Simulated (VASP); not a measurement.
# Si (P1) in VASP: notebook

Si is run at these levels: LDA; tasks: single point.

Program: VASP 6.6.1. These are calculated values, not measurements. Logs are shortened: lines on timing, memory, paths and dates and some standing lists are left out, and cuts for length are marked.

## Step 1: The cell of the first run

The typed cell holds 4 atoms: a = 4.985 Å, b = 4.930 Å, c = 4.918 Å, α = 105.84°, β = 89.25°, γ = 133.03°.

## Step 2: Single point, LDA (atoms moved at random and the cell strained at random)

File INCAR:

```
ALGO = Normal
EDIFF = 1E-6
ENCUT = 520
GGA = CA
ISIF = 2
ISMEAR = 0
LASPH = T
LCHARG = F
LREAL = F
LWAVE = F
NBANDS = 16
NELM = 60
PREC = Accurate
SIGMA = 0.03
```

File KPOINTS:

```
k-points
0
Gamma
  10 10 10
```

File POSCAR:

```
Si
1.0
   -2.8777973062      3.5441284969      2.0013307959
    2.9737943435     -3.4167101821      1.9469766097
    2.9611392259      3.5000521019     -1.7809158623
Si
4
Direct
    0.1921455403      0.2145401934      0.3487375614
    0.8631742579      0.7948643870      0.6293417234
    0.1238841758      0.7973718167     -0.0089359390
    0.8207960259      0.1932236029      0.0308566541
```

Potentials or basis: VASP PAW LDA potentials, release 64 (Si).

Command:

```sh
> cat potpaw_LDA.64/Si/POTCAR > POTCAR
> mpirun -np 1 vasp_std > vasp.out
```

OUTCAR:

```text
EDIFF = 1E-6
   ENCUT = 520
   GGA = CA
   ISIF = 2
   ISMEAR = 0
   LASPH = T
   LREAL = F
   NELM = 60
   PREC = Accurate

 ion  position               nearest neighbor table
   1  0.192  0.215  0.349-   3 2.13   4 2.37   2 2.40   2 2.49
   2  0.863  0.795  0.629-   3 2.21   1 2.40   1 2.49   4 2.50
   3  0.124  0.797  0.991-   1 2.13   2 2.21   4 2.32   4 2.54
   4  0.821  0.193  0.031-   3 2.32   1 2.37   2 2.50   3 2.54

  LATTYP: Found a triclinic cell.
 ALAT       =     4.9303224220
 B/A-ratio  =     1.0110425393
 C/A-ratio  =     0.9975758988
 COS(alpha) =     0.0130062857
 COS(beta)  =     0.2730093643
 COS(gamma) =     0.6823873045

  Lattice vectors:

 A1 = (  -2.9737943435,   3.4167101821,  -1.9469766097)
 A2 = (  -2.8777973062,   3.5441284969,   2.0013307959)
 A3 = (   2.9611392259,   3.5000521019,  -1.7809158623)

Analysis of symmetry for initial positions (statically):
=====================================================================
 Subroutine PRICEL returns:
 Original cell was already a primitive cell.

 Routine SETGRP: Setting up the symmetry group for a
 triclinic supercell.

 Subroutine GETGRP returns: Found  1 space group operations
 (whereof  1 operations were pure point group operations)
 out of a pool of  2 trial point group operations.

The static configuration has the point symmetry C_1 .

Analysis of symmetry for dynamics (positions and initial velocities):
=====================================================================
 Subroutine PRICEL returns:
 Original cell was already a primitive cell.

 Routine SETGRP: Setting up the symmetry group for a
 triclinic supercell.

 Subroutine GETGRP returns: Found  1 space group operations
 (whereof  1 operations were pure point group operations)
 out of a pool of  2 trial point group operations.

The dynamic configuration has the point symmetry C_1 .

 Subroutine INISYM returns: Found  1 space group operations
 (whereof  1 operations are pure point group operations),
 and found     1 'primitive' translations

----------------------------------------------------------------------------------------

                                     Primitive cell

  volume of cell :      82.3815

  direct lattice vectors                    reciprocal lattice vectors
    -2.877797306  3.544128497  2.001330796    -0.008856918  0.134269783  0.249155323
     2.973794343 -3.416710182  1.946976610     0.161644986 -0.009724322  0.249656756
     2.961139226  3.500052102 -1.780915862     0.166764411  0.140256611 -0.008580930

  length of vectors
     4.984765701  4.930322422  4.918370822     0.283169904  0.297577149  0.218073194

  position of ions in fractional coordinates (direct lattice)
     0.192145540  0.214540193  0.348737561
     0.863174258  0.794864387  0.629341723
     0.123884176  0.797371817  0.991064061
     0.820796026  0.193223603  0.030856654

  ion indices of the primitive-cell ions
   primitive index   ion index
                 1           1
                 2           2
                 3           3
                 4           4

----------------------------------------------------------------------------------------

 KPOINTS: k-points

Automatic generation of k-mesh.
 Grid dimensions read from file:
 generate k-points for:   10   10   10

 Generating k-lattice:

  Cartesian coordinates                     Fractional coordinates (reciprocal lattice)
    -0.000885692  0.013426978  0.024915532     0.100000000  0.000000000 -0.000000000
     0.016164499 -0.000972432  0.024965676     0.000000000  0.100000000  0.000000000
     0.016676441  0.014025661 -0.000858093     0.000000000 -0.000000000  0.100000000

  Length of vectors
     0.028316990  0.029757715  0.021807319

  Shift w.r.t. Gamma in fractional coordinates (k-lattice)
     0.000000000  0.000000000  0.000000000

 Subroutine IBZKPT returns following result:
 ===========================================

 Found    504 irreducible k-points:

 Following reciprocal coordinates:
            Coordinates               Weight
  0.000000  0.000000  0.000000      1.000000
  0.100000 -0.000000  0.000000      2.000000
  0.200000 -0.000000  0.000000      2.000000
  0.300000 -0.000000  0.000000      2.000000
  0.400000 -0.000000  0.000000      2.000000
  0.500000 -0.000000 -0.000000      1.000000
[... 16 lines left out ...]
 -0.400000  0.200000 -0.000000      2.000000
 -0.300000  0.200000  0.000000      2.000000
 [... further k-points ...]
   k-points           NKPTS =    504   k-points in BZ     NKDIM =    504   number of bands    NBANDS=     16
   number of dos      NEDOS =    301   number of ions     NIONS =      4
   total plane-waves  NPLWV =  64000
   dimension x,y,z NGX =    40 NGY =   40 NGZ =   40
   dimension x,y,z NGXF=    80 NGYF=   80 NGZF=   80
   ions per type =               4
   NGX,Y,Z   is equivalent  to a cutoff of  13.34, 13.49, 13.52 a.u.
   NGXF,Y,Z  is equivalent  to a cutoff of  26.68, 26.98, 27.04 a.u.
 SYSTEM =  unknown system
   PREC   = accura    normal or accurate (medium, high low for compatibility)
   ISTART =      0    job   : 0-new  1-cont  2-samecut
   ICHARG =      2    charge: 1-file 2-atom 10-const
   ISPIN  =      1    spin polarized calculation?
   LNONCOLLINEAR =      F non collinear calculations
   LSORBIT =      F    spin-orbit coupling
   LASPH  =      T    aspherical Exc in radial PAW
   ENCUT  =  520.0 eV  38.22 Ry    6.18 a.u.   9.27  9.17  9.14*2*pi/ulx,y,z
   NELM   =     60;   NELMIN=  2; NELMDL= -5     # of ELM steps
   EDIFF  = 0.1E-05   stopping-criterion for ELM
   LREAL  =      F    real-space projection
   EDIFFG = 0.1E-04   stopping-criterion for IOM
   NSW    =      0    number of steps for IOM
   IBRION =     -1    ionic relax: 0-MD 1-quasi-New 2-CG
   NFREE  =      0    steps in history (QN), initial steepest desc. (CG)
   ISIF   =      2    stress and relaxation
   ISYM   =      2    0-nonsym 1-usesym 2-fastsym
   POTIM  = 0.5000    time-step for ionic-motion
   TEBEG  =    0.0;   TEEND  =   0.0 temperature during run
   PSTRESS=    0.0 pullay stress
   NELECT =      16.0000    total number of electrons
   NUPDOWN=      -1.0000    fix difference up-down
   EMIN   =  10.00;   EMAX   =-10.00  energy-range for DOS
   EFERMI =   0.00;   METHOD = LEGACY
   ISMEAR =     0;   SIGMA  =   0.03  broadening in eV -4-tet -1-fermi 0-gaus
   EFERMI_NEDOS =   21; number of points for ismear=-14 and -15
   IALGO  =     38    algorithm
   IMIX   =      4    mixing-type and parameters
     AMIX     =   0.40;   BMIX     =  1.00
     AMIX_MAG =   1.60;   BMIX_MAG =  1.00
  volume/ion in A,a.u.               =      20.60       138.98
  Fermi-wavevector in a.u.,A,eV,Ry     =   0.948065  1.791584 12.229295  0.898828
  Thomas-Fermi vector in A             =   2.076218
   LORBIT       =      0    0 simple, 1 ext, 2 COOP (PROOUT), +10 PAW based schemes
   GGA     = CA    functional components
   LHFCALC =     F    Hartree Fock is set to
   AEXX    =    0.0000 exact exchange contribution
   IVDW    =     0    specifies the selected vdW correction
   LEPSILON=     F    determine dielectric tensor
   LRPA    =     F    only Hartree local field effects (RPA)
 non-spin polarized calculation
 Gauss-broadening in eV      SIGMA  =   0.03
  energy-cutoff  :      520.00
  volume of cell :       82.38
 maximum number of plane-waves:      2237
 NGX is ok and might be reduce to    40
   NGX = 19   NGY = 19   NGZ = 19

 number of electron      16.0000000 magnetization

 Free energy of the ion-electron system (eV)
  ---------------------------------------------------
  ext. energy  EPLUGINS =         0.00000000
  ---------------------------------------------------
  free energy    TOTEN  =       -22.24343451 eV

  energy without entropy =      -22.24306053  energy(sigma->0) =      -22.24324752

 E-fermi :   5.7157     XC(G=0):  -9.4654

 val. band max:        5.7036423309   @ k =   0.0000  -0.1000   0.1000
 cond. band min:       5.7179684720   @ k =  -0.0000   0.4000   0.5000
 fundamental gap:      0.0143261411
 Fermi energy:         5.7156819888

 k-point     1 :       0.0000    0.0000    0.0000
  band No.  band energies     occupation
      1      -6.6515      2.00000
      2      -1.3978      2.00000
      3      -0.3210      2.00000
      4       0.2895      2.00000
      5       1.4467      2.00000
      6       3.8564      2.00000
[... 8 lines left out ...]
     15      10.7637      0.00000
     16      12.1206      0.00000

 k-point     2 :       0.1000   -0.0000    0.0000
  band No.  band energies     occupation
      1      -6.5600      2.00000
      2      -1.4419      2.00000
      3      -0.2486      2.00000
      4       0.1647      2.00000
      5       1.5492      2.00000
      6       3.1100      2.00000
[... 8 lines left out ...]
     15      10.7215      0.00000
     16      12.4778      0.00000

 k-point     3 :       0.2000   -0.0000    0.0000
  band No.  band energies     occupation
      1      -6.2937      2.00000
      2      -1.4904      2.00000
      3      -0.5895      2.00000
      4       0.2580      2.00000
      5       1.6401      2.00000
      6       2.2546      2.00000
[... 8 lines left out ...]
     15      10.9832      0.00000
     16      11.5618      0.00000

 k-point     4 :       0.3000   -0.0000    0.0000
  band No.  band energies     occupation
      1      -5.8843      2.00000
      2      -1.5221      2.00000
      3      -1.2915      2.00000
      4       0.3561      2.00000
      5       1.4116      2.00000
      6       2.0389      2.00000
[... 8 lines left out ...]
     15      11.7266      0.00000
     16      12.4600      0.00000
[... 324 lines left out ...]
 k-point    22 :       0.5000    0.2000   -0.0000
  band No.  band energies     occupation
      1      -5.4736      2.00000
      2      -2.7086      2.00000
      3      -1.5897      2.00000
      4       0.6625      2.00000
      5       1.3926      2.00000
      6       2.6118      2.00000
[... 8 lines left out ...]
     15      11.8351      0.00000
     16      12.8454      0.00000

 k-point    23 :      -0.4000    0.2000   -0.0000
  band No.  band energies     occupation
      1      -5.9080      2.00000
      2      -2.7835      2.00000
      3      -0.8710      2.00000
      4       0.5904      2.00000
      5       1.8714      2.00000
      6       2.6890      2.00000
[... 8 lines left out ...]
     15      11.2513      0.00000
     16      12.2346      0.00000

 k-point    24 :      -0.3000    0.2000    0.0000
  band No.  band energies     occupation
      1      -6.2422      2.00000
      2      -2.7057      2.00000
      3      -0.2515      2.00000
      4       0.2087      2.00000
      5       2.5996      2.00000
      6       2.9121      2.00000
[... 8 lines left out ...]
     15      11.4218      0.00000
     16      12.4756      0.00000

 [... further k-points ...]

------------------------ aborting loop because EDIFF is reached ----------------------------------------

  FORCE on cell =-STRESS in cart. coord.  units (eV):
  Direction    XX          YY          ZZ          XY          YZ          ZX
  --------------------------------------------------------------------------------------
  -------------------------------------------------------------------------------------
  Total        5.8077919      0.2299704     -3.9603617      0.6147094     -2.1040723      0.4983376
  in kB      112.9514793      4.4725248    -77.0221659     11.9550325    -40.9205566      9.6918028
  external PRESSURE =      13.4672794 kB  Pullay stress =       0.0000000 kB

 VOLUME and BASIS-vectors are now :
 -----------------------------------------------------------------------------
  energy-cutoff  :      520.00
  volume of cell :       82.38
      direct lattice vectors                 reciprocal lattice vectors
    -2.877797306  3.544128497  2.001330796    -0.008856918  0.134269783  0.249155323
     2.973794343 -3.416710182  1.946976610     0.161644986 -0.009724322  0.249656756
     2.961139226  3.500052102 -1.780915862     0.166764411  0.140256611 -0.008580930

 POSITION                                       TOTAL-FORCE (eV/Angst)
 -----------------------------------------------------------------------------------
      1.11770      1.16857      0.18118         2.803197      1.005257      0.491382
      1.74329      2.54611      2.15427         0.722125     -2.450056     -0.225431
      4.94938      1.18345      0.03540        -2.799387      1.853294      0.607453
     -1.69611      2.35682      1.96393        -0.725935     -0.408496     -0.873405
 -----------------------------------------------------------------------------------
    total drift:                                0.000055     -0.000024      0.000009

  FREE ENERGIE OF THE ION-ELECTRON SYSTEM (eV)
  ---------------------------------------------------
  free  energy   TOTEN  =       -22.2434345113 eV

  energy  without entropy=      -22.2430605298  energy(sigma->0) =      -22.24324752
```

Wall time 15 min (1 thread of Intel Xeon Platinum 8259CL at 2.50GHz (Skylake/Cascade Lake), shared host); peak memory 0.54 GiB.

What came out:

| Quantity | Value |
| --- | --- |
| Free energy | -22.2434 eV |
| Pressure | 1.3 GPa |
| Largest force | 3.412 eV/Å |
| Band gap on the k mesh | zero (bands 8 and 9 overlap by 0.94 eV) |

Forces in eV/Å, atoms in the order of the input:
```
Si   2.803  1.005  0.491
Si   0.722 -2.450 -0.225
Si  -2.799  1.853  0.607
Si  -0.726 -0.408 -0.873
```

Stress tensor (GPa, compression positive):
```
11.30  1.20  0.97
 1.20  0.45 -4.09
 0.97 -4.09 -7.70
```

Levels at points of the mesh, in eV from the Fermi level:
| k point | band 5 | band 6 | band 7 | band 8 | band 9 | band 10 | band 11 | band 12 |
| --- | --- | --- | --- | --- | --- | --- | --- | --- |
| (0.00, 0.00, 0.00) | -4.27 | -1.86 | -1.49 | -0.98 | -0.27 | 0.76 | 1.97 | 2.60 |
| (0.50, 0.00, 0.00) | -4.55 | -3.64 | -2.64 | -1.77 | 0.16 | 1.52 | 2.75 | 3.08 |
| (0.00, 0.50, 0.00) | -4.38 | -3.85 | -1.73 | -0.78 | 1.50 | 1.90 | 2.43 | 3.13 |
| (0.50, 0.50, 0.00) | -2.50 | -2.35 | -1.70 | -1.17 | 1.01 | 1.47 | 2.16 | 3.71 |
| (0.00, 0.00, 0.50) | -2.58 | -2.32 | -1.35 | -1.10 | 0.72 | 1.38 | 1.95 | 3.45 |
| (0.50, 0.00, 0.50) | -4.51 | -4.15 | -2.05 | -0.04 | 0.84 | 2.49 | 2.89 | 3.68 |
| (0.00, 0.50, 0.50) | -4.54 | -3.65 | -3.08 | -1.41 | -0.26 | 2.39 | 3.21 | 3.34 |
| (0.50, 0.50, 0.50) | -3.28 | -0.74 | -0.69 | 0.33 | 0.93 | 2.19 | 3.57 | 3.94 |

Caveat: the cell differs from its parent crystal (atoms moved at random and the cell strained at random); forces of over 1 eV/Å act on the atoms, so gaps and moduli don't describe the material at rest.

## Step 3: Single point, LDA (atoms moved at random and the cell strained at random)

File INCAR:

```
ALGO     = Normal         # electronic algorithm
EDIFF    = 1E-7           # SCF threshold, eV
ENCUT    = 520            # plane-wave cutoff, eV
ISIF     = 2              # what is computed and relaxed
ISMEAR   = 0              # smearing method
LASPH    = T              # aspherical terms in the spheres
LCHARG   = F              # write CHGCAR
LREAL    = F              # projectors in reciprocal space
LWAVE    = F              # write WAVECAR
NBANDS   = 16             # bands
NELM     = 60             # most SCF steps
PREC     = Accurate       # precision mode
SIGMA    = 0.03           # smearing width, eV
```

KPOINTS is that of step 2.

File POSCAR:

```
Si
1.0
   -3.4752908816      3.3693125312      1.9583813607
    3.3263920058     -3.4703294840      1.8755526802
    3.2342038296      3.2292424320     -2.1331258231
Si
4
Direct
    0.1089891112      0.1318960403      0.3233385053
    0.8801145565      0.8702985605      0.6335427658
    0.1531982568      0.8782421328      0.0053672736
    0.8576980755      0.1195632664      0.0377514553
```

Potentials or basis: VASP PAW LDA potentials, release 64 (Si).

Command:

```sh
> cat potpaw_LDA.64/Si/POTCAR > POTCAR
> mpirun -np 1 vasp_std > vasp.out
```

It took 16 min on 1 thread of Intel Xeon Platinum 8259CL at 2.50GHz (Skylake/Cascade Lake), shared host; peak memory 0.55 GiB.

It converged, with:

```yaml
Free_energy: -16.9855 eV
Pressure: 26.6 GPa
Largest_force: 19.179 eV/Å
Band_gap_on_the_k_mesh: zero (bands 8 and 9 overlap by 2.62 eV)
```

Forces in eV/Å, atoms in the order of the input:
```
Si    4.357  17.173   0.544
Si    0.391  -1.294  -1.954
Si   -4.830   3.275   0.429
Si    0.081 -19.154   0.981
```

Stress tensor (GPa, compression positive):
```
15.87  9.90 -3.54
 9.90 68.38 -7.48
-3.54 -7.48 -4.32
```

Levels at points of the mesh, in eV from the Fermi level:
```
           k point  band 6  band 7  band 8  band 9  band 10  band 11
(0.00, 0.00, 0.00)   -2.00   -1.71   -0.53    0.98     1.47     1.74
(0.50, 0.00, 0.00)   -3.36   -2.81   -0.71    0.59     1.07     2.46
(0.00, 0.50, 0.00)   -3.96   -2.83    0.05    0.67     1.12     2.44
(0.50, 0.50, 0.00)   -2.19   -1.03   -0.88    0.80     1.40     1.89
(0.00, 0.00, 0.50)   -3.08   -1.60    0.19    0.81     1.08     2.63
(0.50, 0.00, 0.50)   -3.80   -2.68   -1.61    0.66     1.09     1.63
(0.00, 0.50, 0.50)   -3.94   -2.44   -1.99    0.97     1.43     1.72
(0.50, 0.50, 0.50)   -1.67    0.01    0.25    0.92     2.47     2.62
```

Caveat: the cell differs from its parent crystal (atoms moved at random and the cell strained at random); the cell stands under pressure; forces of over 1 eV/Å act on the atoms, so gaps and moduli don't describe the material at rest.
